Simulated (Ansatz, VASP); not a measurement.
## As2Se in VASP and in Ansatz

```
As Se
1.0
    -3.48000    3.56986    2.71382
     3.46506   -3.54846    2.66546
     3.54671    3.61517   -2.68534
As Se
4 2
Direct
  0.83558 0.11698 0.73619
  0.38121 0.13238 0.25425
  0.87232 0.64093 0.75347
  0.88099 0.12860 0.24677
  0.49343 0.47862 0.97482
  0.22236 0.71658 0.50909
```

Change from the starting cell: all atoms moved at random (sigma 0.1 Å), cell strained at random (1 %).

Alike in both runs: task single point; functional PBEsol; k mesh 8 × 8 × 6; occupations gaussian, width 0.1 eV; no spin polarisation.

|  | VASP | Ansatz |
| --- | --- | --- |
| version | VASP 6.6.1 | Ansatz 0.2.0 |
| potentials or method | VASP PAW PBE potentials, release 64 (As, Se), cutoff 520 eV | scalar-relativistic, plane waves, PAW |
| valence electrons in the cell | 32 | 92 |

|  | VASP | Ansatz | Ansatz less VASP |
| --- | --- | --- | --- |
| gap on the k mesh at the Fermi level (eV) | none | none | - |
| pressure (GPa) | -4.2 | -4.3 | -0.15 |
| traceless stress, the component that is largest in VASP (GPa) | 2.31 | 2.31 | 0.000 |
| rms of the force components (eV/Å) | 0.365 | 0.360 | -0.0050 |

VASP's potentials were made for PBE, not for PBEsol. Atom by atom the forces differ by 0.007 eV/Å (rms over components). A gap of «none» marks a metal or a gap that the smearing closes. VASP's potentials hold 32 valence electrons a cell and Ansatz's 92, so a difference there can come from the potentials and not from the codes.
